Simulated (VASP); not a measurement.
# SrIrO3 (Pm-3m) in VASP: further runs

SrIrO3 is run at these levels: LDA; tasks: single point.

Everything below comes from runs of VASP 6.6.1. Logs are shortened: lines on timing, memory, paths and dates and some standing lists are left out, and cuts for length are marked.

## (1) The cell of the first run

Symmetry: Pm-3m, No. 221, cubic system. Conventional cell: a = 3.906 Å, b = 3.906 Å, c = 3.906 Å, α = 90.00°, β = 90.00°, γ = 90.00°. Within 3.6 Å of Sr (site symmetry m-3m) lie 12 O at 2.76 Å and 8 Ir at 3.38 Å. Ir (site symmetry m-3m) has 6 O at 1.95 Å within 2.6 Å. O (site symmetry 4/mmm) has 2 Ir at 1.95 Å within 2.6 Å.

## (2) Single point, LDA

INCAR reads:

```
  PREC = Accurate
  ENCUT = 520
  EDIFF = 1E-6
  ISMEAR = -1
  SIGMA = 0.1
  LREAL = False
  LASPH = True
  NELM = 80
  ALGO = Normal
  ISIF = 2
  LWAVE = False
  LCHARG = False
  NBANDS = 26
```

KPOINTS reads:

```
regular mesh
0
Gamma
  6 6 6
```

POSCAR reads:

```
SrIrO3
1.0
    3.9057083778      0.0000000000      0.0000000000
    0.0000000000      3.9057078804      0.0000000000
    0.0000000000      0.0000000000      3.9057083778
Sr Ir O
1 1 3
Direct
    0.0000000000      0.0000000000      0.0000000000
    0.5000000000      0.5000000000      0.5000000000
    0.5000000000      0.5000000000      0.0000000000
    0.5000000000      0.0000000000      0.5000000000
    0.0000000000      0.5000000000      0.5000000000
```

Potentials or basis: VASP PAW LDA potentials, release 64 (Sr_sv, Ir, O).

Run with:

```
> cat potpaw_LDA.64/Sr_sv/POTCAR potpaw_LDA.64/Ir/POTCAR potpaw_LDA.64/O/POTCAR > POTCAR
> mpirun -np 1 vasp_std > vasp.out
```

OUTCAR:

```text
PREC = Accurate
   ENCUT = 520
   EDIFF = 1E-6
   ISMEAR = -1
   LREAL = False
   LASPH = True
   NELM = 80
   ISIF = 2

 ion  position               nearest neighbor table
   1  0.000  0.000  0.000-   3 2.76   5 2.76   5 2.76   3 2.76   5 2.76   5 2.76   3 2.76   3 2.76
                             4 2.76   4 2.76   4 2.76   4 2.76   2 3.38   2 3.38   2 3.38   2 3.38
   2  0.500  0.500  0.500-   4 1.95   4 1.95   5 1.95   3 1.95   3 1.95   5 1.95   1 3.38   1 3.38
                             1 3.38   1 3.38   1 3.38   1 3.38   1 3.38   1 3.38
   3  0.500  0.500  0.000-   2 1.95   2 1.95   1 2.76   1 2.76   1 2.76   1 2.76
   4  0.500  0.000  0.500-   2 1.95   2 1.95   1 2.76   1 2.76   1 2.76   1 2.76
   5  0.000  0.500  0.500-   2 1.95   2 1.95   1 2.76   1 2.76   1 2.76   1 2.76

  LATTYP: Found a simple cubic cell.
 ALAT       =     3.9057083778

  Lattice vectors:

 A1 = (   3.9057083778,   0.0000000000,   0.0000000000)
 A2 = (   0.0000000000,   3.9057078804,   0.0000000000)
 A3 = (   0.0000000000,   0.0000000000,   3.9057083778)

Analysis of symmetry for initial positions (statically):
=====================================================================
 Subroutine PRICEL returns:
 Original cell was already a primitive cell.

 Routine SETGRP: Setting up the symmetry group for a
 simple cubic supercell.

 Subroutine GETGRP returns: Found 48 space group operations
 (whereof 48 operations were pure point group operations)
 out of a pool of 48 trial point group operations.

The static configuration has the point symmetry O_h .

Analysis of symmetry for dynamics (positions and initial velocities):
=====================================================================
 Subroutine PRICEL returns:
 Original cell was already a primitive cell.

 Routine SETGRP: Setting up the symmetry group for a
 simple cubic supercell.

 Subroutine GETGRP returns: Found 48 space group operations
 (whereof 48 operations were pure point group operations)
 out of a pool of 48 trial point group operations.

The dynamic configuration has the point symmetry O_h .

 Subroutine INISYM returns: Found 48 space group operations
 (whereof 48 operations are pure point group operations),
 and found     1 'primitive' translations

----------------------------------------------------------------------------------------

                                     Primitive cell

  volume of cell :      59.5798

  direct lattice vectors                    reciprocal lattice vectors
     3.905708378  0.000000000  0.000000000     0.256035501  0.000000000  0.000000000
     0.000000000  3.905707880  0.000000000     0.000000000  0.256035533  0.000000000
     0.000000000  0.000000000  3.905708378     0.000000000  0.000000000  0.256035501

  length of vectors
     3.905708378  3.905707880  3.905708378     0.256035501  0.256035533  0.256035501

  position of ions in fractional coordinates (direct lattice)
     0.000000000  0.000000000  0.000000000
     0.500000000  0.500000000  0.500000000
     0.500000000  0.500000000  0.000000000
     0.500000000  0.000000000  0.500000000
     0.000000000  0.500000000  0.500000000

  ion indices of the primitive-cell ions
   primitive index   ion index
                 1           1
                 2           2
                 3           3
                 4           4
                 5           5

----------------------------------------------------------------------------------------

 KPOINTS: regular mesh

Automatic generation of k-mesh.
 Grid dimensions read from file:
 generate k-points for:    6    6    6

 Generating k-lattice:

  Cartesian coordinates                     Fractional coordinates (reciprocal lattice)
     0.042672583  0.000000000  0.000000000     0.166666667  0.000000000  0.000000000
     0.000000000  0.042672589  0.000000000     0.000000000  0.166666667  0.000000000
     0.000000000  0.000000000  0.042672583     0.000000000  0.000000000  0.166666667

  Length of vectors
     0.042672583  0.042672589  0.042672583

  Shift w.r.t. Gamma in fractional coordinates (k-lattice)
     0.000000000  0.000000000  0.000000000

 Subroutine IBZKPT returns following result:
 ===========================================

 Found     20 irreducible k-points:

 Following reciprocal coordinates:
            Coordinates               Weight
  0.000000  0.000000  0.000000      1.000000
  0.166667  0.000000  0.000000      6.000000
  0.333333  0.000000  0.000000      6.000000
  0.500000  0.000000  0.000000      3.000000
  0.166667  0.166667  0.000000     12.000000
  0.333333  0.166667  0.000000     24.000000
[... 12 lines left out ...]
  0.500000  0.500000  0.333333      6.000000
  0.500000  0.500000  0.500000      1.000000
   k-points           NKPTS =     20   k-points in BZ     NKDIM =     20   number of bands    NBANDS=     26
   number of dos      NEDOS =    301   number of ions     NIONS =      5
   total plane-waves  NPLWV =  27000
   dimension x,y,z NGX =    30 NGY =   30 NGZ =   30
   dimension x,y,z NGXF=    60 NGYF=   60 NGZF=   60
   ions per type =               1   1   3
   NGX,Y,Z   is equivalent  to a cutoff of  12.77, 12.77, 12.77 a.u.
   NGXF,Y,Z  is equivalent  to a cutoff of  25.54, 25.54, 25.54 a.u.
 SYSTEM =  unknown system
   PREC   = accura    normal or accurate (medium, high low for compatibility)
   ISTART =      0    job   : 0-new  1-cont  2-samecut
   ICHARG =      2    charge: 1-file 2-atom 10-const
   ISPIN  =      1    spin polarized calculation?
   LNONCOLLINEAR =      F non collinear calculations
   LSORBIT =      F    spin-orbit coupling
   LASPH  =      T    aspherical Exc in radial PAW
   ENCUT  =  520.0 eV  38.22 Ry    6.18 a.u.   7.26  7.26  7.26*2*pi/ulx,y,z
   NELM   =     80;   NELMIN=  2; NELMDL= -5     # of ELM steps
   EDIFF  = 0.1E-05   stopping-criterion for ELM
   LREAL  =      F    real-space projection
   EDIFFG = 0.1E-04   stopping-criterion for IOM
   NSW    =      0    number of steps for IOM
   IBRION =     -1    ionic relax: 0-MD 1-quasi-New 2-CG
   NFREE  =      0    steps in history (QN), initial steepest desc. (CG)
   ISIF   =      2    stress and relaxation
   ISYM   =      2    0-nonsym 1-usesym 2-fastsym
   POTIM  = 0.5000    time-step for ionic-motion
   TEBEG  =    0.0;   TEEND  =   0.0 temperature during run
   PSTRESS=    0.0 pullay stress
   NELECT =      37.0000    total number of electrons
   NUPDOWN=      -1.0000    fix difference up-down
   EMIN   =  10.00;   EMAX   =-10.00  energy-range for DOS
   EFERMI =   0.00;   METHOD = LEGACY
   ISMEAR =    -1;   SIGMA  =   0.10  broadening in eV -4-tet -1-fermi 0-gaus
   EFERMI_NEDOS =   21; number of points for ismear=-14 and -15
   IALGO  =     38    algorithm
   IMIX   =      4    mixing-type and parameters
     AMIX     =   0.40;   BMIX     =  1.00
     AMIX_MAG =   1.60;   BMIX_MAG =  1.00
  volume/ion in A,a.u.               =      11.92        80.41
  Fermi-wavevector in a.u.,A,eV,Ry     =   1.396719  2.639416 26.542560  1.950823
  Thomas-Fermi vector in A             =   2.520045
   LORBIT       =      0    0 simple, 1 ext, 2 COOP (PROOUT), +10 PAW based schemes
   GGA     = CA    functional components
   LHFCALC =     F    Hartree Fock is set to
   AEXX    =    0.0000 exact exchange contribution
   IVDW    =     0    specifies the selected vdW correction
   LEPSILON=     F    determine dielectric tensor
   LRPA    =     F    only Hartree local field effects (RPA)
 non-spin polarized calculation
  energy-cutoff  :      520.00
  volume of cell :       59.58
 maximum number of plane-waves:      1628
 NGX is ok and might be reduce to    30
   NGX = 15   NGY = 15   NGZ = 15

 number of electron      37.0000008 magnetization

 Free energy of the ion-electron system (eV)
  ---------------------------------------------------
  ext. energy  EPLUGINS =         0.00000000
  ---------------------------------------------------
  free energy    TOTEN  =       -37.43809645 eV

  energy without entropy =      -37.31767931  energy(sigma->0) =      -37.37788788

 E-fermi :   5.8524     XC(G=0): -12.1023

 val. band max:        5.8261381876   @ k =   0.5000   0.5000   0.1667
 cond. band min:       5.8607701138   @ k =   0.5000   0.3333   0.3333
 fundamental gap:      0.0346319263
 Fermi energy:         5.8524492075

 k-point     1 :       0.0000    0.0000    0.0000
  band No.  band energies     occupation
      1     -28.5231      2.00000
      2     -14.2736      2.00000
      3     -13.1895      2.00000
      4     -13.1895      2.00000
      5     -10.6361      2.00000
      6     -10.6361      2.00000
[... 18 lines left out ...]
     25      12.2833      0.00000
     26      12.2833      0.00000

 k-point     2 :       0.1667    0.0000    0.0000
  band No.  band energies     occupation
      1     -28.5165      2.00000
      2     -14.2513      2.00000
      3     -13.1803      2.00000
      4     -13.1327      2.00000
      5     -10.6235      2.00000
      6     -10.6235      2.00000
[... 18 lines left out ...]
     25      12.1596      0.00000
     26      12.5318      0.00000

 k-point     3 :       0.3333    0.0000    0.0000
  band No.  band energies     occupation
      1     -28.5032      2.00000
      2     -14.2990      2.00000
      3     -13.1608      2.00000
      4     -12.8509      2.00000
      5     -10.5981      2.00000
      6     -10.5981      2.00000
[... 18 lines left out ...]
     25      11.9766      0.00000
     26      12.9849      0.00000

 k-point     4 :       0.5000    0.0000    0.0000
  band No.  band energies     occupation
      1     -28.4966      2.00000
      2     -14.3512      2.00000
      3     -13.1510      2.00000
      4     -12.6389      2.00000
      5     -10.5853      2.00000
      6     -10.5853      2.00000
[... 18 lines left out ...]
     25      13.1759      0.00000
     26      13.1760      0.00000
[... 380 lines left out ...]
      1     -28.4656      2.00000
      2     -13.1782      2.00000
      3     -12.7734      2.00000
      4     -12.7559      2.00000
      5     -10.8502      2.00000
      6     -10.6531      2.00000
[... 18 lines left out ...]
     25      12.7893      0.00000
     26      13.4692      0.00000

 k-point    19 :       0.5000    0.5000    0.3333
  band No.  band energies     occupation
      1     -28.4605      2.00000
      2     -12.8781      2.00000
      3     -12.7237      2.00000
      4     -12.7237      2.00000
      5     -10.8366      2.00000
      6     -10.7601      2.00000
[... 18 lines left out ...]
     25      13.0486      0.00000
     26      13.7405      0.00000

 k-point    20 :       0.5000    0.5000    0.5000
  band No.  band energies     occupation
      1     -28.4555      2.00000
      2     -12.6005      2.00000
      3     -12.6005      2.00000
      4     -12.6005      2.00000
      5     -10.9364      2.00000
      6     -10.9364      2.00000
[... 18 lines left out ...]
     25      13.6121      0.00000
     26      13.6141      0.00000

------------------------ aborting loop because EDIFF is reached ----------------------------------------

  FORCE on cell =-STRESS in cart. coord.  units (eV):
  Direction    XX          YY          ZZ          XY          YZ          ZX
  --------------------------------------------------------------------------------------
  -------------------------------------------------------------------------------------
  Total        1.0451991      1.0451989      1.0451991      0.0000000      0.0000000     -0.0000000
  in kB       28.1067249     28.1067178     28.1067249      0.0000000      0.0000000     -0.0000000
  external PRESSURE =      28.1067225 kB  Pullay stress =       0.0000000 kB

 VOLUME and BASIS-vectors are now :
 -----------------------------------------------------------------------------
  energy-cutoff  :      520.00
  volume of cell :       59.58
      direct lattice vectors                 reciprocal lattice vectors
     3.905708378  0.000000000  0.000000000     0.256035501  0.000000000  0.000000000
     0.000000000  3.905707880  0.000000000     0.000000000  0.256035533  0.000000000
     0.000000000  0.000000000  3.905708378     0.000000000  0.000000000  0.256035501

 POSITION                                       TOTAL-FORCE (eV/Angst)
 -----------------------------------------------------------------------------------
      0.00000      0.00000      0.00000         0.000000      0.000000      0.000000
      1.95285      1.95285      1.95285         0.000000      0.000000      0.000000
      1.95285      1.95285      0.00000         0.000000      0.000000      0.000000
      1.95285      0.00000      1.95285         0.000000      0.000000      0.000000
      0.00000      1.95285      1.95285         0.000000      0.000000      0.000000
 -----------------------------------------------------------------------------------
    total drift:                                0.000000      0.000000     -0.000000

  FREE ENERGIE OF THE ION-ELECTRON SYSTEM (eV)
  ---------------------------------------------------
  free  energy   TOTEN  =       -37.4380964487 eV

  energy  without entropy=      -37.3176793073  energy(sigma->0) =      -37.37788788
```

Run time: 32 s. Hardware: 1 thread of AMD EPYC 7R43 (Zen 3), shared host; peak memory 0.13 GiB.

What came out:

| Quantity | Value |
| --- | --- |
| Free energy | -37.4381 eV |
| Pressure | 2.8 GPa |
| Band gap on the k mesh | zero (an odd number of electrons rules out a gap without spin polarisation) |

Levels at points of the mesh, in eV from the Fermi level:
```csv
k point,band 16,band 17,band 18,band 19,band 20,band 21,band 22,band 23
"(0.00, 0.00, 0.00)",-3.45,-2.99,-2.99,-2.99,-0.27,-0.27,3.26,3.26
"(0.50, 0.00, 0.00)",-3.41,-3.41,-0.25,-0.10,-0.10,2.71,5.19,5.29
"(0.50, 0.50, 0.00)",-2.33,-0.18,-0.18,0.29,1.07,5.76,6.21,6.29
"(0.50, 0.50, 0.50)",-2.24,0.67,0.67,0.67,4.70,4.70,4.70,6.29
```

Caveat: spin-orbit coupling is left out, which moves the levels of the heavy elements; an odd number of electrons without spin polarisation forces a metal; a magnetic or distorted state may lie lower.

## (3) Single point, LDA

INCAR reads:

```
SYSTEM = SrIrO3
PREC = Accurate
ENCUT = 520
EDIFF = 1E-7
ISMEAR = -1
SIGMA = 0.1
LREAL = .False.
LASPH = .True.
NELM = 100
ALGO = Normal
ISIF = 2
LWAVE = .False.
LCHARG = .True.
GGA = CA
LELF = .True.
LVHAR = .True.
NBANDS = 26
```

KPOINTS reads:

```
regular mesh
0
Gamma
  6 6 6
  0 0 0
```

POSCAR is that of step 2.

Potentials or basis: VASP PAW LDA potentials, release 64 (Sr_sv, Ir, O).

Run with:

```
> cat potpaw_LDA.64/Sr_sv/POTCAR potpaw_LDA.64/Ir/POTCAR potpaw_LDA.64/O/POTCAR > POTCAR
> mpirun -np 1 vasp_std > vasp.out
```

Run time: 33 s. Hardware: 1 thread of AMD EPYC 7R43 (Zen 3), shared host; peak memory 0.13 GiB.

Results (log left out):

| Item | Value |
| --- | --- |
| Free energy | -37.4381 eV |
| Pressure | 2.8 GPa |
| Band gap on the k mesh | zero (an odd number of electrons rules out a gap without spin polarisation) |

Levels at points of the mesh, in eV from the Fermi level:
| k point | band 17 | band 18 | band 19 | band 20 | band 21 | band 22 |
| --- | --- | --- | --- | --- | --- | --- |
| (0.00, 0.00, 0.00) | -2.99 | -2.99 | -2.99 | -0.27 | -0.27 | 3.26 |
| (0.50, 0.00, 0.00) | -3.41 | -0.25 | -0.10 | -0.10 | 2.71 | 5.19 |
| (0.50, 0.50, 0.00) | -0.18 | -0.18 | 0.29 | 1.07 | 5.76 | 6.21 |
| (0.50, 0.50, 0.50) | 0.67 | 0.67 | 0.67 | 4.70 | 4.70 | 4.70 |

Caveat: spin-orbit coupling is left out, which moves the levels of the heavy elements; an odd number of electrons without spin polarisation forces a metal; a magnetic or distorted state may lie lower.

(Part 1 of 2 ends here.)
